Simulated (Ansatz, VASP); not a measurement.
**BeCr3: VASP beside Ansatz**

File INCAR:

```
  PREC = Accurate
  ENCUT = 600
  EDIFF = 1E-6
  ISMEAR = -1
  SIGMA = 0.05
  LREAL = F
  LASPH = T
  NELM = 200
  ALGO = Normal
  ISIF = 2
  LWAVE = F
  LCHARG = F
  ISPIN = 2
  MAGMOM = 3.73333 3.73333 3.73333 0
  LORBIT = 11
  NUPDOWN = 11.2
  LMAXMIX = 4
  GGA = PE
  NBANDS = 34
  GGA_COMPAT = F
```

File KPOINTS:

```
Automatic mesh
0
Gamma
  6 6 6
```

The input POSCAR:

```
BeCr3
1.0
    3.5112140000      0.0000000000      0.0000000000
    0.0000000000      3.5112140000      0.0000000000
    0.0000000000      0.0000000000      3.5112140000
Cr Be
3 1
Direct
    0.5000000000      0.5000000000      0.0000000000
    0.5000000000      0.0000000000      0.5000000000
    0.0000000000      0.5000000000      0.5000000000
    0.0000000000      0.0000000000      0.0000000000
```

The input input.yaml:

```yaml
crystal:
  lattice:
    - [3.511214, 0.0, 0.0]
    - [0.0, 3.511214, 0.0]
    - [0.0, 0.0, 3.511214]
  atoms:
    - { symbol: Cr, position: [0.5, 0.5, 0.0], spin: 3.7333333333 }
    - { symbol: Cr, position: [0.5, 0.0, 0.5], spin: 3.7333333333 }
    - { symbol: Cr, position: [0.0, 0.5, 0.5], spin: 3.7333333333 }
    - { symbol: Be, position: [0.0, 0.0, 0.0] }
hamiltonian:
  xc: pbe
  pseudopotentials: { kind: paw }
magnetization:
  spin_polarized: true
  initial_magnetization: 11.2
  spin_locking: { lock_magnetization: hard }
kpoints:
  mp_grid: { grid: [6, 6, 6] }
scf:
  occupations: { method: fermi_dirac, width: 0.05 }
  lower_state_search: "off"
output:
  forces: true
  stress: true
  eigenvalues: true
```

Alike in both runs: task single point; functional PBE; k mesh 6 × 6 × 6; occupations fermi-dirac, width 0.05 eV; collinear spin; fixed moment 11.2 μB.

|  | VASP | Ansatz |
| --- | --- | --- |
| version | VASP 6.6.1 | Ansatz 0.2.0 |
| potentials or method | VASP PAW PBE potentials, release 64 (Cr_sv, Be) | Ansatz PAW |
| plane-wave cutoff (eV) | 600 | 420 |
| valence electrons in the cell | 44 | 44 |

|  | VASP | Ansatz | Ansatz less VASP |
| --- | --- | --- | --- |
| net moment per atom (μB) | 2.80 | 2.80 | 0.000 |
| size of the moment on the site where the two differ most (μB) | 3.02 | 3.19 | +0.169 |

Site moments also hang on the region over which each program counts them. The functional is the same, so the differences come from potentials, cutoffs and numerics.
